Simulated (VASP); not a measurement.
Input of a VASP 6.6.1 run:

Contents of INCAR:

```
SYSTEM = Al
PREC = Accurate ; ENCUT = 500
EDIFF = 1E-6 ; ISMEAR = -1
SIGMA = 0.2 ; LREAL = .False.
LASPH = .True. ; NELM = 120
ALGO = Normal ; ISIF = 2
LWAVE = .False. ; LCHARG = .False.
GGA = PE ; NBANDS = 8
GGA_COMPAT = .False.
```

The input KPOINTS:

```
regular mesh
0
Gamma
  8 8 8
  0 0 0
```

File POSCAR:

```
Al
1.0
    0.0000000000      2.0248000000      2.0248000000
    2.0248000000      0.0000000000      2.0248000000
    2.0248000000      2.0248000000      0.0000000000
Al
1
Direct
    0.0000000000      0.0000000000      0.0000000000
```

Potentials or basis: VASP PAW PBE potentials, release 64 (Al).

The run is started by

```bash
$ cat potpaw_PBE.64/Al/POTCAR > POTCAR
$ mpirun -np 1 vasp_std > vasp.out
```

Problem. Predict the pressure.

Solution. -0.4 GPa.
